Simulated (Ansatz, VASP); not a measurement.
## Ag: VASP beside Ansatz

```
Ag
1.0
     0.00000    2.05265    2.05265
     2.05265    0.00000    2.05265
     2.05265    2.05265    0.00000
Ag
1
Direct
  0.00000 0.00000 0.00000
```

Alike in both runs: functional r2SCAN; k mesh 16 × 16 × 16; occupations fermi-dirac, width 0.05 eV; no spin polarisation.

Ansatz relaxed the structure, and its values are those at the end. VASP's run is a single point on that final structure, the one shown.

|  | VASP | Ansatz |
| --- | --- | --- |
| version | VASP 6.6.1 | Ansatz 0.2.0 |
| potentials or method | VASP PAW PBE potentials, release 64 (Ag), cutoff 550 eV | plane-wave PAW DFT |
| valence electrons in the cell | 11 | 19 |

```csv
,VASP,Ansatz,Ansatz less VASP
pressure (GPa),0.1,0.0,-0.08
```

VASP's potentials were made for PBE, not for r2SCAN. VASP's potentials hold 11 valence electrons a cell and Ansatz's 19, so a difference there can come from the potentials and not from the codes.
